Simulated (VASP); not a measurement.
# SiC (P6_3mc) in VASP: notebook

The runs below take SiC through relaxation of cell and atoms, with PBEsol.

Program: VASP 6.6.1. These are calculated values, not measurements. Logs are shortened: lines on timing, memory, paths and dates and some standing lists are left out, and cuts for length are marked.

### 1 The cell of the first run

The structure is hexagonal, space group P6_3mc (No. 186). The conventional cell has a = 3.076 Å, b = 3.076 Å, c = 5.048 Å, α = 90.00°, β = 90.00°, γ = 120.00°. Si (site symmetry 3m) has 4 C at 1.87 to 1.94 Å within 2.5 Å. C (site symmetry 3m) has 4 Si at 1.87 to 1.94 Å within 2.5 Å.

### 2 Relaxation of cell and atoms, PBEsol, target pressure 10 GPa, at which the enthalpy is minimised

File INCAR:

```
PREC = Accurate
ENCUT = 600
EDIFF = 1E-7
ISMEAR = -1
SIGMA = 0.05
LREAL = False
LASPH = True
NELM = 100
ALGO = Normal
ISIF = 3
LWAVE = False
LCHARG = False
GGA = PS
IBRION = 2
NSW = 80
EDIFFG = -0.005
PSTRESS = 100.0
```

File KPOINTS:

```
Automatic mesh
0
Gamma
  10 10 5
```

File POSCAR:

```
SiC
1.0
    3.0760000000      0.0000000000      0.0000000000
   -1.5380000000      2.6638941420      0.0000000000
    0.0000000000      0.0000000000      5.0480000000
Si C
2 2
Direct
    0.6666666667      0.3333333333      0.5000000000
    0.3333333333      0.6666666667      0.0000000000
    0.6666666667      0.3333333333      0.8850000000
    0.3333333333      0.6666666667      0.3850000000
```

Potentials or basis: VASP PAW PBE potentials, release 64 (Si, C).

On the command line:

```sh
$ cat potpaw_PBE.64/Si/POTCAR potpaw_PBE.64/C/POTCAR > POTCAR
$ mpirun -np 1 vasp_std > vasp.out
```

OUTCAR:

```text
PREC = Accurate
   ENCUT = 600
   EDIFF = 1E-7
   ISMEAR = -1
   LREAL = False
   LASPH = True
   NELM = 100
   ISIF = 3
   GGA = PS
   IBRION = 2
   NSW = 80
   EDIFFG = -0.005
   PSTRESS = 100.0

 ion  position               nearest neighbor table
   1  0.667  0.333  0.500-   4 1.87   4 1.87   4 1.87   3 1.94   2 3.09   2 3.09   2 3.09   2 3.09
                             2 3.09   2 3.09
   2  0.333  0.667  0.000-   3 1.87   3 1.87   3 1.87   4 1.94   1 3.09   1 3.09   1 3.09   1 3.09
                             1 3.09   1 3.09
   3  0.667  0.333  0.885-   2 1.87   2 1.87   2 1.87   1 1.94
   4  0.333  0.667  0.385-   1 1.87   1 1.87   1 1.87   2 1.94

  LATTYP: Found a hexagonal cell.
 ALAT       =     3.0760000000
 C/A-ratio  =     1.6410923277

  Lattice vectors:

 A1 = (   3.0760000000,   0.0000000000,   0.0000000000)
 A2 = (  -1.5380000000,   2.6638941420,   0.0000000000)
 A3 = (   0.0000000000,   0.0000000000,   5.0480000000)

Analysis of symmetry for initial positions (statically):
=====================================================================
 Subroutine PRICEL returns:
 Original cell was already a primitive cell.

 Routine SETGRP: Setting up the symmetry group for a
 hexagonal supercell.

 Subroutine GETGRP returns: Found 12 space group operations
 (whereof  6 operations were pure point group operations)
 out of a pool of 24 trial point group operations.

The static configuration has the point symmetry C_3v.
 The point group associated with its full space group is C_6v.

Analysis of symmetry for dynamics (positions and initial velocities):
=====================================================================
 Subroutine PRICEL returns:
 Original cell was already a primitive cell.

 Routine SETGRP: Setting up the symmetry group for a
 hexagonal supercell.

 Subroutine GETGRP returns: Found 12 space group operations
 (whereof  6 operations were pure point group operations)
 out of a pool of 24 trial point group operations.

The dynamic configuration has the point symmetry C_3v.
 The point group associated with its full space group is C_6v.

 Subroutine INISYM returns: Found 12 space group operations
 (whereof  6 operations are pure point group operations),
 and found     1 'primitive' translations

----------------------------------------------------------------------------------------

                                     Primitive cell

  volume of cell :      41.3640

[... 100 lines left out ...]
   POTIM  = 0.5000    time-step for ionic-motion
   TEBEG  =    0.0;   TEEND  =   0.0 temperature during run
   PSTRESS=  100.0 pullay stress
   NELECT =      16.0000    total number of electrons
   NUPDOWN=      -1.0000    fix difference up-down
   EMIN   =  10.00;   EMAX   =-10.00  energy-range for DOS
   EFERMI =   0.00;   METHOD = LEGACY
   ISMEAR =    -1;   SIGMA  =   0.05  broadening in eV -4-tet -1-fermi 0-gaus
   EFERMI_NEDOS =   21; number of points for ismear=-14 and -15
   IALGO  =     38    algorithm
   IMIX   =      4    mixing-type and parameters
     AMIX     =   0.40;   BMIX     =  1.00
     AMIX_MAG =   1.60;   BMIX_MAG =  1.00
  volume/ion in A,a.u.               =      10.34        69.78
  Fermi-wavevector in a.u.,A,eV,Ry     =   1.192817  2.254098 19.358549  1.422813
  Thomas-Fermi vector in A             =   2.328847
   LORBIT       =      0    0 simple, 1 ext, 2 COOP (PROOUT), +10 PAW based schemes
   GGA     = PS    functional components
   LHFCALC =     F    Hartree Fock is set to
   AEXX    =    0.0000 exact exchange contribution
   IVDW    =     0    specifies the selected vdW correction
   LEPSILON=     F    determine dielectric tensor
   LRPA    =     F    only Hartree local field effects (RPA)
 conjugate gradient relaxation of ions
 non-spin polarized calculation
  energy-cutoff  :      600.00
  volume of cell :       41.36
 maximum number of plane-waves:      1398
 NGX is ok and might be reduce to    28
   NGX = 13   NGY = 13   NGZ = 21

--------------------------------------- Ionic step        1  -------------------------------------------

 number of electron      16.0000001 magnetization

 Free energy of the ion-electron system (eV)
  ---------------------------------------------------
  ext. energy  EPLUGINS =         0.00000000
  ---------------------------------------------------
  free energy    TOTEN  =       -31.78814874 eV

  energy without entropy =      -31.78814874  energy(sigma->0) =      -31.78814874

------------------------ aborting loop because EDIFF is reached ----------------------------------------

  FORCE on cell =-STRESS in cart. coord.  units (eV):
  Direction    XX          YY          ZZ          XY          YZ          ZX
  --------------------------------------------------------------------------------------
  -------------------------------------------------------------------------------------
  Total        0.5508551      0.5508551     -0.7275466      0.0000000      0.0000000      0.0000000
  in kB       21.3366035     21.3366035    -28.1805052      0.0000000      0.0000000      0.0000000
  external PRESSURE =     -95.1690994 kB  Pullay stress =     100.0000000 kB
[... 27 lines left out ...]
--------------------------------------- Ionic step        2  -------------------------------------------

 number of electron      16.0000000 magnetization

 E-fermi :  10.2659     XC(G=0): -11.8910

 val. band max:        9.3033033677   @ k =   0.0000   0.0000   0.0000
 cond. band min:      11.3243601847   @ k =   0.3000   0.3000   0.0000
 fundamental gap:      2.0210568169
 Fermi energy:        10.2659132256

 k-point     1 :       0.0000    0.0000    0.0000
  band No.  band energies     occupation
      1      -7.0656      2.00000
      2      -2.9413      2.00000
      3      -0.0746      2.00000
      4       7.8419      2.00000
      5       7.8419      2.00000
      6       9.0726      2.00000
      7       9.3033      2.00000
      8       9.3033      2.00000
      9      14.5189      0.00000
     10      16.2852      0.00000
     11      16.2852      0.00000
     12      16.6051      0.00000
[... 584 lines left out ...]
--------------------------------------- Ionic step        8  -------------------------------------------

 number of electron      15.9999999 magnetization

 Free energy of the ion-electron system (eV)
  ---------------------------------------------------
  ext. energy  EPLUGINS =         0.00000000
  ---------------------------------------------------
  free energy    TOTEN  =       -31.77380742 eV

  energy without entropy =      -31.77380742  energy(sigma->0) =      -31.77380742

 E-fermi :   9.6298     XC(G=0): -11.6744

 val. band max:        8.6747575917   @ k =   0.0000   0.0000   0.0000
 cond. band min:      10.8813370672   @ k =   0.3000   0.3000   0.0000
 fundamental gap:      2.2065794756
 Fermi energy:         9.6298461694

 k-point     1 :       0.0000    0.0000    0.0000
  band No.  band energies     occupation
      1      -7.2431      2.00000
      2      -3.4812      2.00000
      3      -0.3251      2.00000
      4       7.3322      2.00000
      5       7.3322      2.00000
      6       8.5614      2.00000
      7       8.6748      2.00000
      8       8.6748      2.00000
      9      13.7534      0.00000
     10      15.2528      0.00000
     11      15.5089      0.00000
     12      15.5089      0.00000
[... 380 lines left out ...]
  energy  without entropy=      -31.7738074191  energy(sigma->0) =      -31.77380742

  enthalpy is  TOTEN    =       -29.2946665887 eV   P V=        2.4791408304

 reached required accuracy - stopping structural energy minimisation
```

OSZICAR:

```text
N       E                     dE             d eps       ncg     rms          rms(c)
DAV:   1     0.375616847234E+02    0.37562E+02   -0.81152E+03  1008   0.134E+03
DAV:   2    -0.320706142830E+02   -0.69632E+02   -0.63808E+02  1432   0.197E+02
[... 64 lines left out ...]
DAV:   1    -0.317739779594E+02   -0.12577E-02   -0.10184E-02  1252   0.857E-01    0.730E-02
DAV:   2    -0.317738678016E+02    0.11016E-03   -0.37038E-04  1240   0.175E-01    0.373E-02
DAV:   3    -0.317738070100E+02    0.60792E-04   -0.11618E-04  1304   0.919E-02    0.648E-03
DAV:   4    -0.317738076238E+02   -0.61378E-06   -0.15395E-05  1168   0.288E-02    0.379E-03
DAV:   5    -0.317738074715E+02    0.15231E-06   -0.22495E-07  1084   0.458E-03    0.186E-03
DAV:   6    -0.317738074191E+02    0.52335E-07   -0.10666E-07   680   0.275E-03
   8 F= -.29294667E+02 E0= -.29294667E+02  d E =-.186439E-03
```

CONTCAR:

```text
SiC
   1.00000000000000
     3.0350830841430327    0.0000000000000000    0.0000000000000000
    -1.5175415420715164    2.6284590534206296   -0.0000000000000000
     0.0000000000000000    0.0000000000000000    4.9789753979967841
  Si              C
     2     2
Direct
     0.6666666667000030    0.3333333332999970    0.5046038949883708
     0.3333333332999970    0.6666666667000030    0.0046038949883708
     0.6666666667000030    0.3333333332999970    0.8803961050116272
     0.3333333332999970    0.6666666667000030    0.3803961050116272

  0.00000000E+00  0.00000000E+00  0.00000000E+00
  0.00000000E+00  0.00000000E+00  0.00000000E+00
  0.00000000E+00  0.00000000E+00  0.00000000E+00
  0.00000000E+00  0.00000000E+00  0.00000000E+00
```

Wall time 60 s (1 thread of AMD EPYC 9R45 (Zen 5), shared host); peak memory 0.15 GiB.

What came out:

```
Free energy                                                : -31.7738 eV
Relaxed volume                                             : 9.93 Å³/atom
Relaxed cell                                               : a = 3.035 Å, b = 3.035 Å, c = 4.979 Å, α = 90.00°, β = 90.00°, γ = 120.00°
Space group after relaxing (to 0.1 Å)                      : P6_3mc (No. 186)
Energy change on relaxing (the run minimises the enthalpy) : +3.6 meV/atom
Ionic steps                                                : 8
Pressure after relaxing                                    : 10.0 GPa
Band gap on the k mesh                                     : 2.21 eV (least direct gap 3.93 eV)
```

The path:
```tsv
step	energy change (eV)	largest force (eV/Å)	pressure (GPa)	volume (Å³)
1	0.0000	0.7510	0.48	41.36
2	0.2570	0.8791	24.43	37.79
3	0.0235	0.1674	10.51	39.63
4	0.0256	0.1524	10.73	39.60
5	0.0129	0.0588	9.78	39.75
6	0.0138	0.0360	9.88	39.73
7	0.0154	0.0436	10.06	39.71
8	0.0143	0.0012	9.96	39.72
```

Final structure:
```xyz
4
Lattice="3.0351 0.0000 0.0000 -1.5175 2.6285 0.0000 0.0000 0.0000 4.9790" Properties=species:S:1:pos:R:3 pbc="T T T"
Si    1.5175    0.8762    2.5124
Si    0.0000    1.7523    0.0229
C     1.5175    0.8762    4.3835
C     0.0000    1.7523    1.8940
```

Caveat: the cell is relaxed towards a set pressure, so the run minimises the enthalpy, not the energy; the PAW data sets were made with another functional, which shifts forces and pressure a little.

### 3 Relaxation of cell and atoms, PBEsol, target pressure 20 GPa, at which the enthalpy is minimised

File INCAR:

```
SYSTEM = SiC
PREC = Accurate
ENCUT = 600
EDIFF = 1E-6
ISMEAR = -1
SIGMA = 0.05
LREAL = .FALSE.
LASPH = .TRUE.
NELM = 100
ALGO = Normal
ISIF = 3
LWAVE = .FALSE.
LCHARG = .FALSE.
GGA = PS
IBRION = 2
NSW = 80
EDIFFG = -0.005
PSTRESS = 200.0
```

File KPOINTS:

```
regular mesh
0
G
  10 10 5
  0 0 0
```

POSCAR is that of step 2.

Potentials or basis: VASP PAW PBE potentials, release 64 (Si, C).

On the command line:

```sh
$ cat potpaw_PBE.64/Si/POTCAR potpaw_PBE.64/C/POTCAR > POTCAR
$ mpirun -np 1 vasp_std > vasp.out
```

OUTCAR:

```text
SYSTEM = SiC
   PREC = Accurate
   ENCUT = 600
   EDIFF = 1E-6
   ISMEAR = -1
   LREAL = .FALSE.
   LASPH = .TRUE.
   NELM = 100
   ISIF = 3
   GGA = PS
   IBRION = 2
   NSW = 80
   EDIFFG = -0.005
   PSTRESS = 200.0

 ion  position               nearest neighbor table
   1  0.667  0.333  0.500-   4 1.87   4 1.87   4 1.87   3 1.94   2 3.09   2 3.09   2 3.09   2 3.09
                             2 3.09   2 3.09
   2  0.333  0.667  0.000-   3 1.87   3 1.87   3 1.87   4 1.94   1 3.09   1 3.09   1 3.09   1 3.09
                             1 3.09   1 3.09
   3  0.667  0.333  0.885-   2 1.87   2 1.87   2 1.87   1 1.94
   4  0.333  0.667  0.385-   1 1.87   1 1.87   1 1.87   2 1.94

  LATTYP: Found a hexagonal cell.
 ALAT       =     3.0760000000
 C/A-ratio  =     1.6410923277

  Lattice vectors:

 A1 = (   3.0760000000,   0.0000000000,   0.0000000000)
 A2 = (  -1.5380000000,   2.6638941420,   0.0000000000)
 A3 = (   0.0000000000,   0.0000000000,   5.0480000000)

Analysis of symmetry for initial positions (statically):
=====================================================================
 Subroutine PRICEL returns:
 Original cell was already a primitive cell.

 Routine SETGRP: Setting up the symmetry group for a
 hexagonal supercell.

 Subroutine GETGRP returns: Found 12 space group operations
 (whereof  6 operations were pure point group operations)
 out of a pool of 24 trial point group operations.

The static configuration has the point symmetry C_3v.
 The point group associated with its full space group is C_6v.

Analysis of symmetry for dynamics (positions and initial velocities):
=====================================================================
 Subroutine PRICEL returns:
 Original cell was already a primitive cell.

 Routine SETGRP: Setting up the symmetry group for a
 hexagonal supercell.

 Subroutine GETGRP returns: Found 12 space group operations
 (whereof  6 operations were pure point group operations)
 out of a pool of 24 trial point group operations.

The dynamic configuration has the point symmetry C_3v.
 The point group associated with its full space group is C_6v.

 Subroutine INISYM returns: Found 12 space group operations
 (whereof  6 operations are pure point group operations),
 and found     1 'primitive' translations
[... 121 lines left out ...]
  Fermi-wavevector in a.u.,A,eV,Ry     =   1.192817  2.254098 19.358549  1.422813
  Thomas-Fermi vector in A             =   2.328847
   LORBIT       =      0    0 simple, 1 ext, 2 COOP (PROOUT), +10 PAW based schemes
   GGA     = PS    functional components
   LHFCALC =     F    Hartree Fock is set to
   AEXX    =    0.0000 exact exchange contribution
   IVDW    =     0    specifies the selected vdW correction
   LEPSILON=     F    determine dielectric tensor
   LRPA    =     F    only Hartree local field effects (RPA)
 conjugate gradient relaxation of ions
 non-spin polarized calculation
  energy-cutoff  :      600.00
  volume of cell :       41.36
 maximum number of plane-waves:      1398
 NGX is ok and might be reduce to    28
   NGX = 13   NGY = 13   NGZ = 21

--------------------------------------- Ionic step        1  -------------------------------------------

 number of electron      16.0000001 magnetization

 Free energy of the ion-electron system (eV)
  ---------------------------------------------------
  ext. energy  EPLUGINS =         0.00000000
  ---------------------------------------------------
  free energy    TOTEN  =       -31.78814853 eV

  energy without entropy =      -31.78814853  energy(sigma->0) =      -31.78814853

 E-fermi :   9.2657     XC(G=0): -11.4975

 val. band max:        8.3541884844   @ k =   0.0000   0.0000   0.0000
 cond. band min:      10.6756126891   @ k =   0.3000   0.3000   0.0000
 fundamental gap:      2.3214242047
 Fermi energy:         9.2656567380

 k-point     1 :       0.0000    0.0000    0.0000
  band No.  band energies     occupation
      1      -7.3871      2.00000
      2      -3.8477      2.00000
      3      -0.4027      2.00000
      4       6.7972      2.00000
      5       6.7972      2.00000
      6       8.0831      2.00000
      7       8.0831      2.00000
      8       8.3542      2.00000
      9      12.9231      0.00000
     10      14.3260      0.00000
     11      14.7904      0.00000
     12      14.7904      0.00000
[... 460 lines left out ...]
  energy  without entropy=      -31.6352428384  energy(sigma->0) =      -31.63524284

  enthalpy is  TOTEN    =       -26.8550688365 eV   P V=        4.7801740019

[... ionic steps 4 to 10 ...]

--------------------------------------- Ionic step       11  -------------------------------------------

 number of electron      15.9999999 magnetization

------------------------ aborting loop because EDIFF is reached ----------------------------------------
[... 75 lines left out ...]
--------------------------------------- Ionic step       13  -------------------------------------------

 number of electron      15.9999999 magnetization

 Free energy of the ion-electron system (eV)
  ---------------------------------------------------
  ext. energy  EPLUGINS =         0.00000000
  ---------------------------------------------------
  free energy    TOTEN  =       -31.64280010 eV

  energy without entropy =      -31.64280010  energy(sigma->0) =      -31.64280010

 E-fermi :  10.1333     XC(G=0): -11.8326

 val. band max:        9.1032648326   @ k =   0.0000   0.0000   0.0000
 cond. band min:      11.2481919583   @ k =   0.3000   0.3000   0.0000
 fundamental gap:      2.1449271257
 Fermi energy:        10.1332995386

 k-point     1 :       0.0000    0.0000    0.0000
  band No.  band energies     occupation
      1      -7.1139      2.00000
      2      -3.2053      2.00000
      3      -0.1149      2.00000
      4       7.7431      2.00000
      5       7.7431      2.00000
      6       8.9895      2.00000
      7       9.1033      2.00000
      8       9.1033      2.00000
      9      14.4897      0.00000
     10      16.0601      0.00000
     11      16.1582      0.00000
     12      16.1582      0.00000
[... 380 lines left out ...]
  energy  without entropy=      -31.6428001037  energy(sigma->0) =      -31.64280010

  enthalpy is  TOTEN    =       -26.8610552005 eV   P V=        4.7817449032

 reached required accuracy - stopping structural energy minimisation
```

CONTCAR:

```text
SiC
   1.00000000000000
     2.9990603963875824    0.0000000000000000    0.0000000000000000
    -1.4995301981937912    2.5972624907034834   -0.0000000000000000
    -0.0000000000000000    0.0000000000000000    4.9177442012189010
  Si              C
     2     2
Direct
     0.6666666667000030    0.3333333332999970    0.5046239235669704
     0.3333333332999970    0.6666666667000030    0.0046239235669704
     0.6666666667000030    0.3333333332999970    0.8803760764330276
     0.3333333332999970    0.6666666667000030    0.3803760764330276

  0.00000000E+00  0.00000000E+00  0.00000000E+00
  0.00000000E+00  0.00000000E+00  0.00000000E+00
  0.00000000E+00  0.00000000E+00  0.00000000E+00
  0.00000000E+00  0.00000000E+00  0.00000000E+00
```

It took 65 s on 1 thread of AMD EPYC 9R45 (Zen 5), shared host; peak memory 0.15 GiB.

Results:

```yaml
Free_energy: -31.6428 eV
Relaxed_volume: 9.58 Å³/atom
Relaxed_cell: a = 2.999 Å, b = 2.999 Å, c = 4.918 Å, α = 90.00°, β = 90.00°, γ = 120.00°
Space_group_after_relaxing_to_0.1_Å: P6_3mc (No. 186)
Energy_change_on_relaxing_the_run_minimises_the_enthalpy: +36.3 meV/atom
Ionic_steps: 13
Pressure_after_relaxing: 20.0 GPa
Largest_force_after_relaxing: 0.004 eV/Å
Band_gap_on_the_k_mesh: 2.14 eV (least direct gap 3.99 eV)
```

Forces in eV/Å, atoms in the order of the input:
```
Si   0.000  0.000 -0.004
Si   0.000  0.000 -0.004
C    0.000  0.000  0.004
C    0.000  0.000  0.004
```

The path:
```csv
step,energy change (eV),largest force (eV/Å),pressure (GPa),volume (Å³)
1,0.0000,0.7510,0.48,41.36
2,1.1645,1.1338,60.56,34.27
3,0.1529,0.3033,20.11,38.29
4,0.1635,0.2837,20.77,38.21
5,0.1712,0.2695,21.25,38.14
6,0.1493,0.2480,20.04,38.30
7,0.1553,0.0255,20.53,38.24
8,0.1326,0.0221,19.21,38.41
9,0.1401,0.0053,19.69,38.35
10,0.1489,0.0082,20.23,38.28
11,0.1452,0.0071,20.01,38.31
12,0.1451,0.0071,20.00,38.31
13,0.1453,0.0035,20.01,38.31
```

Final structure:
```
CELL_PARAMETERS angstrom
2.99906 0.00000 0.00000
-1.49953 2.59726 0.00000
0.00000 0.00000 4.91774
ATOMIC_POSITIONS crystal
Si 0.66667 0.33333 0.50462
Si 0.33333 0.66667 0.00462
C 0.66667 0.33333 0.88038
C 0.33333 0.66667 0.38038
```

Caveat: the cell is relaxed towards a set pressure, so the run minimises the enthalpy, not the energy; the PAW data sets were made with another functional, which shifts forces and pressure a little. A hybrid or GW would open this gap; PBEsol tends to underestimate it.
